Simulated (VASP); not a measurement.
# ZnF2 (P4_2/mnm) in VASP: further runs

The runs below take ZnF2 through single point, with PBEsol.

Everything below comes from runs of VASP 6.6.1. Logs are shortened: lines on timing, memory, paths and dates and some standing lists are left out, and cuts for length are marked.

## (1) The cell of the first run

The structure is tetragonal, space group P4_2/mnm (No. 136). Conventional cell: a = 4.717 Å, b = 4.717 Å, c = 3.129 Å, α = 90.00°, β = 90.00°, γ = 90.00°. Zn (site symmetry mmm) has 6 F at 2.03 to 2.04 Å within 2.7 Å. F (site symmetry m2m) has 3 Zn at 2.03 to 2.04 Å and 1 F at 2.62 Å within 2.7 Å.

## (2) Single point, PBEsol

File INCAR:

```
  PREC = Accurate
  ENCUT = 600
  EDIFF = 1E-6
  ISMEAR = 0
  SIGMA = 0.02
  LREAL = False
  LASPH = True
  NELM = 120
  ALGO = Normal
  ISIF = 2
  LWAVE = False
  LCHARG = False
  GGA = PS
  NBANDS = 35
  GGA_COMPAT = False
```

File KPOINTS:

```
Automatic mesh
0
Gamma
  6 6 8
```

File POSCAR:

```
ZnF2
1.0
    4.7171583536      0.0000000000      0.0000000000
    0.0000000000      4.7171583536      0.0000000000
    0.0000000000      0.0000000000      3.1286502808
Zn F
2 4
Direct
    0.5000000000      0.5000000000      0.5000000000
    0.0000000000      0.0000000000      0.0000000000
    0.6961638944      0.6961638944      0.0000000000
    0.8038361056      0.1961638944      0.5000000000
    0.3038361056      0.3038361056      0.0000000000
    0.1961638944      0.8038361056      0.5000000000
```

Potentials or basis: VASP PAW PBE potentials, release 64 (Zn, F).

Started as:

```sh
> cat potpaw_PBE.64/Zn/POTCAR potpaw_PBE.64/F/POTCAR > POTCAR
> mpirun -np 1 vasp_std > vasp.out
```

OUTCAR:

```text
PREC = Accurate
   ENCUT = 600
   EDIFF = 1E-6
   ISMEAR = 0
   LREAL = False
   LASPH = True
   NELM = 120
   ISIF = 2
   GGA = PS

 ion  position               nearest neighbor table
   1  0.500  0.500  0.500-   4 2.03   6 2.03   5 2.04   3 2.04   3 2.04   5 2.04
   2  0.000  0.000  0.000-   3 2.03   5 2.03   4 2.04   6 2.04   4 2.04   6 2.04
   3  0.696  0.696  0.000-   2 2.03   1 2.04   1 2.04
   4  0.804  0.196  0.500-   1 2.03   2 2.04   2 2.04
   5  0.304  0.304  0.000-   2 2.03   1 2.04   1 2.04
   6  0.196  0.804  0.500-   1 2.03   2 2.04   2 2.04

  LATTYP: Found a simple tetragonal cell.
 ALAT       =     4.7171583536
 C/A-ratio  =     0.6632489406

  Lattice vectors:

 A1 = (   4.7171583536,   0.0000000000,   0.0000000000)
 A2 = (   0.0000000000,   4.7171583536,   0.0000000000)
 A3 = (   0.0000000000,   0.0000000000,   3.1286502808)

Analysis of symmetry for initial positions (statically):
=====================================================================
 Subroutine PRICEL returns:
 Original cell was already a primitive cell.

 Routine SETGRP: Setting up the symmetry group for a
 simple tetragonal supercell.

 Subroutine GETGRP returns: Found 16 space group operations
 (whereof  8 operations were pure point group operations)
 out of a pool of 16 trial point group operations.

The static configuration has the point symmetry D_2h.
 The point group associated with its full space group is D_4h.

Analysis of symmetry for dynamics (positions and initial velocities):
=====================================================================
 Subroutine PRICEL returns:
 Original cell was already a primitive cell.

 Routine SETGRP: Setting up the symmetry group for a
 simple tetragonal supercell.

 Subroutine GETGRP returns: Found 16 space group operations
 (whereof  8 operations were pure point group operations)
 out of a pool of 16 trial point group operations.

The dynamic configuration has the point symmetry D_2h.
 The point group associated with its full space group is D_4h.

 Subroutine INISYM returns: Found 16 space group operations
 (whereof  8 operations are pure point group operations),
 and found     1 'primitive' translations

----------------------------------------------------------------------------------------

                                     Primitive cell

  volume of cell :      69.6174

  direct lattice vectors                    reciprocal lattice vectors
     4.717158354  0.000000000  0.000000000     0.211992035  0.000000000  0.000000000
     0.000000000  4.717158354  0.000000000     0.000000000  0.211992035  0.000000000
     0.000000000  0.000000000  3.128650281     0.000000000  0.000000000  0.319626647

  length of vectors
     4.717158354  4.717158354  3.128650281     0.211992035  0.211992035  0.319626647

  position of ions in fractional coordinates (direct lattice)
     0.500000000  0.500000000  0.500000000
     0.000000000  0.000000000  0.000000000
     0.696163894  0.696163894  0.000000000
     0.803836106  0.196163894  0.500000000
     0.303836106  0.303836106  0.000000000
     0.196163894  0.803836106  0.500000000

  ion indices of the primitive-cell ions
   primitive index   ion index
                 1           1
                 2           2
                 3           3
                 4           4
                 5           5
                 6           6

----------------------------------------------------------------------------------------

 KPOINTS: Automatic mesh

Automatic generation of k-mesh.
 Grid dimensions read from file:
 generate k-points for:    6    6    8

 Generating k-lattice:

  Cartesian coordinates                     Fractional coordinates (reciprocal lattice)
     0.035332006  0.000000000  0.000000000     0.166666667  0.000000000  0.000000000
     0.000000000  0.035332006  0.000000000     0.000000000  0.166666667  0.000000000
     0.000000000  0.000000000  0.039953331     0.000000000  0.000000000  0.125000000

  Length of vectors
     0.035332006  0.035332006  0.039953331

  Shift w.r.t. Gamma in fractional coordinates (k-lattice)
     0.000000000  0.000000000  0.000000000

 Subroutine IBZKPT returns following result:
 ===========================================

 Found     50 irreducible k-points:

 Following reciprocal coordinates:
            Coordinates               Weight
  0.000000  0.000000  0.000000      1.000000
  0.166667  0.000000  0.000000      4.000000
  0.333333  0.000000  0.000000      4.000000
  0.500000  0.000000  0.000000      2.000000
  0.166667  0.166667  0.000000      4.000000
  0.333333  0.166667  0.000000      8.000000
[... 16 lines left out ...]
  0.333333  0.000000  0.250000      8.000000
  0.500000  0.000000  0.250000      4.000000
 [... further k-points ...]
   k-points           NKPTS =     50   k-points in BZ     NKDIM =     50   number of bands    NBANDS=     35
   number of dos      NEDOS =    301   number of ions     NIONS =      6
   total plane-waves  NPLWV =  44800
   dimension x,y,z NGX =    40 NGY =   40 NGZ =   28
   dimension x,y,z NGXF=    80 NGYF=   80 NGZF=   56
   ions per type =               2   4
   NGX,Y,Z   is equivalent  to a cutoff of  14.10, 14.10, 14.88 a.u.
   NGXF,Y,Z  is equivalent  to a cutoff of  28.19, 28.19, 29.76 a.u.
 SYSTEM =  unknown system
   PREC   = accura    normal or accurate (medium, high low for compatibility)
   ISTART =      0    job   : 0-new  1-cont  2-samecut
   ICHARG =      2    charge: 1-file 2-atom 10-const
   ISPIN  =      1    spin polarized calculation?
   LNONCOLLINEAR =      F non collinear calculations
   LSORBIT =      F    spin-orbit coupling
   LASPH  =      T    aspherical Exc in radial PAW
   ENCUT  =  600.0 eV  44.10 Ry    6.64 a.u.   9.42  9.42  6.25*2*pi/ulx,y,z
   NELM   =    120;   NELMIN=  2; NELMDL= -5     # of ELM steps
   EDIFF  = 0.1E-05   stopping-criterion for ELM
   LREAL  =      F    real-space projection
   EDIFFG = 0.1E-04   stopping-criterion for IOM
   NSW    =      0    number of steps for IOM
   IBRION =     -1    ionic relax: 0-MD 1-quasi-New 2-CG
   NFREE  =      0    steps in history (QN), initial steepest desc. (CG)
   ISIF   =      2    stress and relaxation
   ISYM   =      2    0-nonsym 1-usesym 2-fastsym
   POTIM  = 0.5000    time-step for ionic-motion
   TEBEG  =    0.0;   TEEND  =   0.0 temperature during run
   PSTRESS=    0.0 pullay stress
   NELECT =      52.0000    total number of electrons
   NUPDOWN=      -1.0000    fix difference up-down
   EMIN   =  10.00;   EMAX   =-10.00  energy-range for DOS
   EFERMI =   0.00;   METHOD = LEGACY
   ISMEAR =     0;   SIGMA  =   0.02  broadening in eV -4-tet -1-fermi 0-gaus
   EFERMI_NEDOS =   21; number of points for ismear=-14 and -15
   IALGO  =     38    algorithm
   IMIX   =      4    mixing-type and parameters
     AMIX     =   0.40;   BMIX     =  1.00
     AMIX_MAG =   1.60;   BMIX_MAG =  1.00
  volume/ion in A,a.u.               =      11.60        78.30
  Fermi-wavevector in a.u.,A,eV,Ry     =   1.485377  2.806955 30.019136  2.206344
  Thomas-Fermi vector in A             =   2.598796
   LORBIT       =      0    0 simple, 1 ext, 2 COOP (PROOUT), +10 PAW based schemes
   GGA     = PS    functional components
   LHFCALC =     F    Hartree Fock is set to
   AEXX    =    0.0000 exact exchange contribution
   IVDW    =     0    specifies the selected vdW correction
   LEPSILON=     F    determine dielectric tensor
   LRPA    =     F    only Hartree local field effects (RPA)
 non-spin polarized calculation
 Gauss-broadening in eV      SIGMA  =   0.02
  energy-cutoff  :      600.00
  volume of cell :       69.62
 maximum number of plane-waves:      2346
 NGX is ok and might be reduce to    40
   NGX = 19   NGY = 19   NGZ = 13

 number of electron      52.0000003 magnetization

 Free energy of the ion-electron system (eV)
  ---------------------------------------------------
  ext. energy  EPLUGINS =         0.00000000
  ---------------------------------------------------
  free energy    TOTEN  =       -24.71933310 eV

  energy without entropy =      -24.71933310  energy(sigma->0) =      -24.71933310

 E-fermi :  -1.1502     XC(G=0): -10.5306

 val. band max:       -1.2971686246   @ k =   0.0000   0.0000   0.0000
 cond. band min:       2.0721434527   @ k =   0.0000   0.0000   0.0000
 fundamental gap:      3.3693120773
 Fermi energy:        -1.1502236433

 k-point     1 :       0.0000    0.0000    0.0000
  band No.  band energies     occupation
      1     -23.0588      2.00000
      2     -22.2670      2.00000
      3     -22.2670      2.00000
      4     -22.2371      2.00000
      5      -7.5842      2.00000
      6      -6.6623      2.00000
[... 27 lines left out ...]
     34      13.5083      0.00000
     35      13.5083      0.00000

 k-point     2 :       0.1667    0.0000    0.0000
  band No.  band energies     occupation
      1     -23.0158      2.00000
      2     -22.3672      2.00000
      3     -22.2580      2.00000
      4     -22.1951      2.00000
      5      -7.4500      2.00000
      6      -6.6225      2.00000
[... 27 lines left out ...]
     34      14.1029      0.00000
     35      14.1120      0.00000

 k-point     3 :       0.3333    0.0000    0.0000
  band No.  band energies     occupation
      1     -22.8950      2.00000
      2     -22.5323      2.00000
      3     -22.2343      2.00000
      4     -22.1867      2.00000
      5      -7.0915      2.00000
      6      -6.5513      2.00000
[... 27 lines left out ...]
     34      14.6031      0.00000
     35      14.7148      0.00000

 k-point     4 :       0.5000    0.0000    0.0000
  band No.  band energies     occupation
      1     -22.7216      2.00000
      2     -22.7216      2.00000
      3     -22.2057      2.00000
      4     -22.2057      2.00000
      5      -6.6815      2.00000
      6      -6.6815      2.00000
[... 27 lines left out ...]
     34      14.1220      0.00000
     35      15.2362      0.00000

 k-point     5 :       0.1667    0.1667    0.0000
  band No.  band energies     occupation
      1     -22.9751      2.00000
      2     -22.4028      2.00000
      3     -22.2782      2.00000
      4     -22.1854      2.00000
      5      -7.3634      2.00000
      6      -6.5739      2.00000
[... 638 lines left out ...]
 k-point    22 :       0.1667    0.0000    0.2500
  band No.  band energies     occupation
      1     -22.8281      2.00000
      2     -22.3353      2.00000
      3     -22.2393      2.00000
      4     -22.2199      2.00000
      5      -7.0095      2.00000
      6      -6.4228      2.00000
[... 27 lines left out ...]
     34      13.1708      0.00000
     35      13.2779      0.00000

 k-point    23 :       0.3333    0.0000    0.2500
  band No.  band energies     occupation
      1     -22.7323      2.00000
      2     -22.4539      2.00000
      3     -22.2298      2.00000
      4     -22.2126      2.00000
      5      -6.7314      2.00000
      6      -6.2629      2.00000
[... 27 lines left out ...]
     34      13.0881      0.00000
     35      13.6834      0.00000

 k-point    24 :       0.5000    0.0000    0.2500
  band No.  band energies     occupation
      1     -22.5970      2.00000
      2     -22.5970      2.00000
      3     -22.2187      2.00000
      4     -22.2187      2.00000
      5      -6.3651      2.00000
      6      -6.3651      2.00000
[... 27 lines left out ...]
     34      12.7323      0.00000
     35      14.7924      0.00000

 [... further k-points ...]
[... 5 lines left out ...]
  --------------------------------------------------------------------------------------
  -------------------------------------------------------------------------------------
  Total        0.1902171      0.1902171      0.3246387      0.0000000      0.0000000      0.0000000
  in kB        4.3776628      4.3776628      7.4712447      0.0000000      0.0000000      0.0000000
  external PRESSURE =       5.4088567 kB  Pullay stress =       0.0000000 kB

 VOLUME and BASIS-vectors are now :
 -----------------------------------------------------------------------------
  energy-cutoff  :      600.00
  volume of cell :       69.62
      direct lattice vectors                 reciprocal lattice vectors
     4.717158354  0.000000000  0.000000000     0.211992035  0.000000000  0.000000000
     0.000000000  4.717158354  0.000000000     0.000000000  0.211992035  0.000000000
     0.000000000  0.000000000  3.128650281     0.000000000  0.000000000  0.319626647

 POSITION                                       TOTAL-FORCE (eV/Angst)
 -----------------------------------------------------------------------------------
      2.35858      2.35858      1.56433         0.000000     -0.000000      0.000000
      0.00000      0.00000      0.00000         0.000000     -0.000000      0.000000
      3.28392      3.28392      0.00000         0.010210      0.010210      0.000000
      3.79182      0.92534      1.56433        -0.010210      0.010210      0.000000
      1.43324      1.43324      0.00000        -0.010210     -0.010210     -0.000000
      0.92534      3.79182      1.56433         0.010210     -0.010210      0.000000
 -----------------------------------------------------------------------------------
    total drift:                               -0.000000      0.000000     -0.000000

  FREE ENERGIE OF THE ION-ELECTRON SYSTEM (eV)
  ---------------------------------------------------
  free  energy   TOTEN  =       -24.7193330990 eV

  energy  without entropy=      -24.7193330990  energy(sigma->0) =      -24.71933310
```

Run time: 1.8 min. Hardware: 1 thread of Intel Xeon Platinum 8259CL at 2.50GHz (Skylake/Cascade Lake), shared host; peak memory 0.26 GiB.

What came out:

```yaml
Free_energy: -24.7193 eV
Pressure: 0.5 GPa
Largest_force: 0.014 eV/Å
Band_gap_on_the_k_mesh: 3.37 eV
```

Forces in eV/Å, atoms in the order of the input:
```
Zn   0.000  0.000  0.000
Zn   0.000  0.000  0.000
F    0.010  0.010  0.000
F   -0.010  0.010  0.000
F   -0.010 -0.010  0.000
F    0.010 -0.010  0.000
```

Stress tensor (GPa, compression positive):
```
0.44 0.00 0.00
0.00 0.44 0.00
0.00 0.00 0.75
```

Caveat: the PAW data sets were made with another functional, which shifts forces and pressure a little.

## (3) Single point, PBEsol

File INCAR:

```
SYSTEM = ZnF2
PREC = Accurate
ENCUT = 600
EDIFF = 1E-6
ISMEAR = 0
SIGMA = 0.02
LREAL = .False.
LASPH = .True.
NELM = 120
ALGO = Normal
ISIF = 2
LWAVE = .False.
LCHARG = .True.
GGA = PS
LELF = .True.
LVHAR = .True.
NBANDS = 35
GGA_COMPAT = .False.
```

File KPOINTS:

```
regular mesh
0
Gamma
  6 6 8
  0 0 0
```

POSCAR is that of step 2.

Potentials or basis: VASP PAW PBE potentials, release 64 (Zn, F).

Started as:

```sh
> cat potpaw_PBE.64/Zn/POTCAR potpaw_PBE.64/F/POTCAR > POTCAR
> mpirun -np 1 vasp_std > vasp.out
```

Run time: 1.9 min. Hardware: 1 thread of Intel Xeon Platinum 8259CL at 2.50GHz (Skylake/Cascade Lake), shared host; peak memory 0.26 GiB.

Results (log left out):

```
Free energy            : -24.7193 eV
Pressure               : 0.5 GPa
Largest force          : 0.014 eV/Å
Band gap on the k mesh : 3.37 eV
```

Forces on the atoms (eV/Å):
```
Zn   0.000  0.000  0.000
Zn   0.000  0.000  0.000
F    0.010  0.010  0.000
F   -0.010  0.010  0.000
F   -0.010 -0.010  0.000
F    0.010 -0.010  0.000
```

Stress tensor (GPa, compression positive):
```
0.44 0.00 0.00
0.00 0.44 0.00
0.00 0.00 0.75
```

Levels at points of the mesh, in eV from the valence-band top:
| k point | band 22 | band 23 | band 24 | band 25 | band 26 | band 27 | band 28 | band 29 | band 30 | band 31 |
| --- | --- | --- | --- | --- | --- | --- | --- | --- | --- | --- |
| (0.00, 0.00, 0.00) | -1.52 | -1.16 | -0.31 | -0.31 | 0.00 | 3.37 | 9.24 | 9.48 | 9.48 | 13.29 |
| (0.50, 0.00, 0.00) | -1.57 | -0.63 | -0.63 | -0.39 | -0.39 | 5.98 | 5.98 | 10.41 | 10.41 | 12.79 |
| (0.50, 0.50, 0.00) | -1.58 | -1.23 | -1.23 | -0.33 | -0.33 | 6.92 | 6.92 | 9.04 | 9.04 | 14.31 |
| (0.00, 0.00, 0.50) | -1.34 | -1.31 | -1.31 | -1.21 | -1.21 | 8.17 | 8.17 | 11.75 | 11.75 | 13.03 |
| (0.50, 0.00, 0.50) | -1.77 | -1.30 | -1.30 | -0.04 | -0.04 | 8.69 | 8.69 | 10.18 | 10.18 | 13.76 |
| (0.50, 0.50, 0.50) | -1.46 | -1.21 | -1.21 | -0.81 | -0.81 | 7.99 | 7.99 | 11.32 | 11.32 | 12.14 |

Caveat: the PAW data sets were made with another functional, which shifts forces and pressure a little. A k mesh can miss the band edges.

(Continued in part 2 of 2.)
